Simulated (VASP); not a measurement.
Here is a VASP 6.6.1 calculation.

The input INCAR:

```
PREC = Accurate
ENCUT = 630
EDIFF = 1E-6
ISMEAR = 0
SIGMA = 0.05
LREAL = False
LASPH = True
NELM = 120
ALGO = Normal
ISIF = 2
LWAVE = False
LCHARG = True
LELF = True
LVHAR = True
NBANDS = 16
GGA_COMPAT = False
```

Contents of KPOINTS:

```
regular mesh
0
Gamma
  18 18 18
```

File POSCAR:

```
Cd
1.0
    0.0000000000      2.1097028912      2.1097028912
    2.1097028912      0.0000000000      2.1097028912
    2.1097028912      2.1097028912      0.0000000000
Cd
1
Direct
    0.0000000000      0.0000000000      0.0000000000
```

Potentials or basis: VASP PAW LDA potentials, release 64 (Cd_sv_GW).

Launch:

```sh
$ cat potpaw_LDA.64/Cd_sv_GW/POTCAR > POTCAR
$ mpirun -np 1 vasp_std > vasp.out
```

**Question.** Predict the pressure.

**Answer.** 5.0 GPa.

**Question.** Predict the band gap on the k mesh.

**Answer.** Zero (bands 10 and 11 overlap by 2.63 eV).

Caveat: the cell stands under pressure.
